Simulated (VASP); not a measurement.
# RbAl12 (Aluminum) in VASP: single point with LDA

Aim: the single point of RbAl12 (Aluminum) with LDA.

Program: VASP 6.6.1. These are calculated values, not measurements. Logs are shortened: lines on timing, memory, paths and dates and some standing lists are left out, and cuts for length are marked.

**1. The cell of the first run**

The cell holds a slab with vacuum, 13 atoms: a = 4.879 Å, b = 4.879 Å, c = 25.900 Å, α = 90.00°, β = 90.00°, γ = 120.00°.

**2. Single point, LDA**

File INCAR:

```
ALGO = Normal
DIPOL = 0.5 0.5 0.480
EDIFF = 1E-6
ENCUT = 520
GGA = CA
IDIPOL = 3
ISIF = 2
ISMEAR = 0
LASPH = T
LCHARG = F
LDIPOL = T
LREAL = F
LWAVE = F
NBANDS = 34
NELM = 100
PREC = Accurate
SIGMA = 0.1
```

File KPOINTS:

```
k-points
0
Gamma
  6 6 1
```

File POSCAR:

```
RbAl12
1.0
    4.8789171103      0.0000000000      0.0000000000
   -2.4394585552      4.2252661605      0.0000000000
    0.0000000000      0.0000000000     25.8998307471
Al Rb
12 1
Direct
    0.0000000000      0.3333333333      0.3281874729
    0.3333333333      0.0000000000      0.3281874729
    0.6666666667      0.6666666667      0.3281874729
    0.3333333333      0.3333333333      0.4169889636
    0.6666666667      0.0000000000      0.4169889636
    0.0000000000      0.6666666667      0.4169889636
    0.6687308109      0.3338061920      0.5035832590
    0.0000000000      0.0009962021      0.5032948102
    0.3312691891      0.6650753811      0.5035832590
    0.0000000000      0.3345362539      0.5954025806
    0.3382252904      0.0033153850      0.5911191280
    0.6617747096      0.6650900946      0.5911191280
    0.0000000000      0.8374365695      0.7133532453
```

Potentials or basis: VASP PAW LDA potentials, release 64 (Al, Rb_sv).

Run with:

```console
$ cat potpaw_LDA.64/Al/POTCAR potpaw_LDA.64/Rb_sv/POTCAR > POTCAR
$ mpirun -np 1 vasp_std > vasp.out
```

OUTCAR:

```text
EDIFF = 1E-6
   ENCUT = 520
   GGA = CA
   ISIF = 2
   ISMEAR = 0
   LASPH = T
   LREAL = F
   NELM = 100
   PREC = Accurate

 ion  position               nearest neighbor table
   1  0.000  0.333  0.328-   5 2.82   4 2.82   6 2.82   3 2.82   2 2.82   2 2.82   3 2.82   2 2.82
                             3 2.82
   2  0.333  0.000  0.328-   6 2.82   4 2.82   5 2.82   3 2.82   1 2.82   1 2.82   1 2.82   3 2.82
                             3 2.82
   3  0.667  0.667  0.328-   6 2.82   5 2.82   4 2.82   2 2.82   1 2.82   1 2.82   2 2.82   2 2.82
                             1 2.82
   4  0.333  0.333  0.417-   8 2.76   9 2.77   7 2.78   1 2.82   2 2.82   3 2.82   5 2.82   6 2.82
                             6 2.82   5 2.82   6 2.82   5 2.82
   5  0.667  0.000  0.417-   8 2.76   7 2.77   9 2.78   1 2.82   3 2.82   2 2.82   4 2.82   6 2.82
                             6 2.82   4 2.82   6 2.82   4 2.82
   6  0.000  0.667  0.417-   7 2.77   9 2.77   8 2.77   2 2.82   3 2.82   1 2.82   4 2.82   5 2.82
                             5 2.82   4 2.82   5 2.82   4 2.82
   7  0.669  0.334  0.504-   6 2.77   5 2.77   4 2.78  11 2.78  12 2.79   9 2.80   8 2.81   8 2.82
                             8 2.83   9 2.83   9 2.83  10 2.87
   8  0.000  0.001  0.503-   4 2.76   5 2.76   6 2.77   9 2.81   7 2.81  12 2.81  11 2.81   7 2.82
                             9 2.82   9 2.83   7 2.83  10 2.89
   9  0.331  0.665  0.504-   6 2.77   4 2.77   5 2.78  12 2.78  11 2.79   7 2.80   8 2.81   8 2.82
                             8 2.83   7 2.83   7 2.83  10 2.87
  10  0.000  0.335  0.595-  11 2.80  12 2.80  11 2.83  12 2.83  12 2.83  11 2.83   9 2.87   7 2.87
                             8 2.89  13 3.90  13 3.92
  11  0.338  0.003  0.591-   7 2.78   9 2.79  12 2.80  12 2.80  10 2.80   8 2.81  10 2.83  10 2.83
                            12 2.86  13 3.47
  12  0.662  0.665  0.591-   9 2.78   7 2.79  11 2.80  11 2.80  10 2.80   8 2.81  10 2.83  10 2.83
                            11 2.86  13 3.47
  13  0.000  0.837  0.713-  12 3.47  11 3.47  10 3.90  10 3.92

  LATTYP: Found a hexagonal cell.
 ALAT       =     4.8789171103
 C/A-ratio  =     5.3085203461

  Lattice vectors:

 A1 = (   4.8789171103,   0.0000000000,   0.0000000000)
 A2 = (  -2.4394585552,   4.2252661605,   0.0000000000)
 A3 = (   0.0000000000,   0.0000000000,  25.8998307471)

Analysis of symmetry for initial positions (statically):
=====================================================================
 Subroutine PRICEL returns:
 Original cell was already a primitive cell.

 Routine SETGRP: Setting up the symmetry group for a
 hexagonal supercell.

 Subroutine GETGRP returns: Found  2 space group operations
 (whereof  2 operations were pure point group operations)
 out of a pool of 24 trial point group operations.

The static configuration has the point symmetry C_1h.

Analysis of symmetry for dynamics (positions and initial velocities):
=====================================================================
 Subroutine PRICEL returns:
 Original cell was already a primitive cell.

 Routine SETGRP: Setting up the symmetry group for a
 hexagonal supercell.

 Subroutine GETGRP returns: Found  2 space group operations
 (whereof  2 operations were pure point group operations)
 out of a pool of 24 trial point group operations.

The dynamic configuration has the point symmetry C_1h.

 Subroutine INISYM returns: Found  2 space group operations
 (whereof  2 operations are pure point group operations),
 and found     1 'primitive' translations

----------------------------------------------------------------------------------------

                                     Primitive cell

  volume of cell :     533.9178

  direct lattice vectors                    reciprocal lattice vectors
     4.878917110  0.000000000  0.000000000     0.204963515  0.118335741  0.000000000
    -2.439458555  4.225266161  0.000000000     0.000000000  0.236671481  0.000000000
     0.000000000  0.000000000 25.899830747     0.000000000  0.000000000  0.038610291

  length of vectors
     4.878917110  4.878917110 25.899830747     0.236671481  0.236671481  0.038610291

  position of ions in fractional coordinates (direct lattice)
     1.000000000  0.333333333  0.328187473
     0.333333333  0.000000000  0.328187473
[... 51 lines left out ...]

 Found     13 irreducible k-points:

 Following reciprocal coordinates:
            Coordinates               Weight
  0.000000  0.000000  0.000000      1.000000
  0.166667  0.000000  0.000000      2.000000
  0.000000  0.166667  0.000000      4.000000
  0.333333  0.000000  0.000000      2.000000
  0.000000  0.333333  0.000000      4.000000
  0.500000  0.000000  0.000000      1.000000
  0.000000  0.500000  0.000000      2.000000
  0.166667  0.166667  0.000000      4.000000
 -0.166667  0.333333  0.000000      2.000000
  0.333333  0.166667  0.000000      4.000000
 -0.166667  0.500000  0.000000      4.000000
  0.500000  0.333333  0.000000      4.000000
  0.333333  0.333333  0.000000      2.000000
   k-points           NKPTS =     13   k-points in BZ     NKDIM =     13   number of bands    NBANDS=     34
   number of dos      NEDOS =    301   number of ions     NIONS =     13
   total plane-waves  NPLWV = 254016
   dimension x,y,z NGX =    36 NGY =   36 NGZ =  196
   dimension x,y,z NGXF=    72 NGYF=   72 NGZF=  392
   ions per type =              12   1
   NGX,Y,Z   is equivalent  to a cutoff of  12.27, 12.27, 12.58 a.u.
   NGXF,Y,Z  is equivalent  to a cutoff of  24.53, 24.53, 25.16 a.u.
 SYSTEM =  unknown system
   PREC   = accura    normal or accurate (medium, high low for compatibility)
   ISTART =      0    job   : 0-new  1-cont  2-samecut
   ICHARG =      2    charge: 1-file 2-atom 10-const
   ISPIN  =      1    spin polarized calculation?
   LNONCOLLINEAR =      F non collinear calculations
   LSORBIT =      F    spin-orbit coupling
   LASPH  =      T    aspherical Exc in radial PAW
   ENCUT  =  520.0 eV  38.22 Ry    6.18 a.u.   9.07  9.07 48.16*2*pi/ulx,y,z
   NELM   =    100;   NELMIN=  2; NELMDL= -5     # of ELM steps
   EDIFF  = 0.1E-05   stopping-criterion for ELM
   LREAL  =      F    real-space projection
   EDIFFG = 0.1E-04   stopping-criterion for IOM
   NSW    =      0    number of steps for IOM
   IBRION =     -1    ionic relax: 0-MD 1-quasi-New 2-CG
   NFREE  =      0    steps in history (QN), initial steepest desc. (CG)
   ISIF   =      2    stress and relaxation
   ISYM   =      2    0-nonsym 1-usesym 2-fastsym
   POTIM  = 0.5000    time-step for ionic-motion
   TEBEG  =    0.0;   TEEND  =   0.0 temperature during run
   PSTRESS=    0.0 pullay stress
   NELECT =      45.0000    total number of electrons
   NUPDOWN=      -1.0000    fix difference up-down
   EMIN   =  10.00;   EMAX   =-10.00  energy-range for DOS
   EFERMI =   0.00;   METHOD = LEGACY
   ISMEAR =     0;   SIGMA  =   0.10  broadening in eV -4-tet -1-fermi 0-gaus
   EFERMI_NEDOS =   21; number of points for ismear=-14 and -15
   IALGO  =     38    algorithm
   IMIX   =      4    mixing-type and parameters
     AMIX     =   0.40;   BMIX     =  1.00
     AMIX_MAG =   1.60;   BMIX_MAG =  1.00
  volume/ion in A,a.u.               =      41.07       277.16
  Fermi-wavevector in a.u.,A,eV,Ry     =   0.717774  1.356396  7.009709  0.515199
  Thomas-Fermi vector in A             =   1.806540
   LORBIT       =      0    0 simple, 1 ext, 2 COOP (PROOUT), +10 PAW based schemes
   GGA     = CA    functional components
   LHFCALC =     F    Hartree Fock is set to
   AEXX    =    0.0000 exact exchange contribution
   IVDW    =     0    specifies the selected vdW correction
   LEPSILON=     F    determine dielectric tensor
   LRPA    =     F    only Hartree local field effects (RPA)
 non-spin polarized calculation
 Gauss-broadening in eV      SIGMA  =   0.10
  energy-cutoff  :      520.00
  volume of cell :      533.92
 maximum number of plane-waves:     14445
   NGX = 19   NGY = 19   NGZ = 97

 dipolmoment           0.000000      0.000000      0.179952 electrons x Angstroem

 number of electron      45.0000000 magnetization

 dipolmoment           0.000000      0.000000     -0.209863 electrons x Angstroem

 Free energy of the ion-electron system (eV)
  ---------------------------------------------------
  ext. energy  EPLUGINS =         0.00000000
  ---------------------------------------------------
  free energy    TOTEN  =       -49.21298412 eV

  energy without entropy =      -49.18516355  energy(sigma->0) =      -49.19907383

 E-fermi :   1.2701     XC(G=0):  -5.3013

 val. band max:        1.2662357266   @ k =   0.0000   0.3333   0.0000
 cond. band min:       1.2791498250   @ k =   0.3333   0.0000   0.0000
 fundamental gap:      0.0129140984
 Fermi energy:         1.2700752283

 k-point     1 :       0.0000    0.0000    0.0000
  band No.  band energies     occupation
      1     -27.2583      2.00000
      2     -11.4776      2.00000
      3     -11.3872      2.00000
      4     -11.3695      2.00000
      5      -9.8628      2.00000
      6      -8.7407      2.00000
[... 470 lines left out ...]
     33       3.5052      0.00000
     34       4.1347      0.00000

------------------------ aborting loop because EDIFF is reached ----------------------------------------

 vacuum level on the upper side and lower side of the slab       (xc-potential included)        -1.323         0.590

  FORCE on cell =-STRESS in cart. coord.  units (eV):
  Direction    XX          YY          ZZ          XY          YZ          ZX
  --------------------------------------------------------------------------------------
  -------------------------------------------------------------------------------------
  Total       -1.2225592     -1.3741826      0.0913898      0.1313097      0.0276561     -0.0159673
  in kB       -3.6686480     -4.1236384      0.2742419      0.3940333      0.0829902     -0.0479144
  external PRESSURE =      -2.5060148 kB  Pullay stress =       0.0000000 kB

 VOLUME and BASIS-vectors are now :
 -----------------------------------------------------------------------------
  energy-cutoff  :      520.00
  volume of cell :      533.92
      direct lattice vectors                 reciprocal lattice vectors
     4.878917110  0.000000000  0.000000000     0.204963515  0.118335741  0.000000000
    -2.439458555  4.225266161  0.000000000     0.000000000  0.236671481  0.000000000
     0.000000000  0.000000000 25.899830747     0.000000000  0.000000000  0.038610291

 POSITION                                       TOTAL-FORCE (eV/Angst)
 -----------------------------------------------------------------------------------
     -0.81315      1.40842      8.50000         0.000226     -0.000392     -0.012786
      1.62631      0.00000      8.50000         0.007752      0.004041     -0.013005
      1.62631      2.81684      8.50000        -0.007376     -0.004693     -0.013005
      0.81315      1.40842     10.79994         0.012450     -0.005253      0.016948
      3.25261      0.00000     10.79994        -0.001676     -0.013409      0.016948
     -1.62631      2.81684     10.79994        -0.011058      0.019152      0.007275
      2.44838      1.41042     13.04272         0.003622     -0.000664     -0.008085
     -0.00243      0.00421     13.03525        -0.001777      0.003078     -0.000326
     -0.00619      2.81012     13.04272        -0.001236     -0.003469     -0.008085
     -0.81609      1.41350     15.42083         0.001914     -0.003315      0.029205
      1.64209      0.01401     15.30989        -0.014622     -0.009571     -0.002670
      1.60628      2.81018     15.30989         0.015600      0.007877     -0.002670
     -2.04289      3.53839     18.47573        -0.003821      0.006618     -0.009743
 -----------------------------------------------------------------------------------
    total drift:                                0.000135     -0.000233      0.000184

  FREE ENERGIE OF THE ION-ELECTRON SYSTEM (eV)
  ---------------------------------------------------
  free  energy   TOTEN  =       -49.2129841163 eV

  energy  without entropy=      -49.1851635474  energy(sigma->0) =      -49.19907383

 vacuum level on the upper side and lower side of the slab         3.168         5.125
```

Run time: 15 min. Hardware: 1 thread of AMD EPYC 7R13, shared host; peak memory 0.48 GiB.

Results:

- Free energy: -49.2130 eV
- Largest force: 0.029 eV/Å

Forces in eV/Å, atoms in the order of the input:
```
Al   0.000  0.000 -0.013
Al   0.008  0.004 -0.013
Al  -0.007 -0.005 -0.013
Al   0.012 -0.005  0.017
Al  -0.002 -0.013  0.017
Al  -0.011  0.019  0.007
Al   0.004 -0.001 -0.008
Al  -0.002  0.003  0.000
Al  -0.001 -0.003 -0.008
Al   0.002 -0.003  0.029
Al  -0.015 -0.010 -0.003
Al   0.016  0.008 -0.003
Rb  -0.004  0.007 -0.010
```
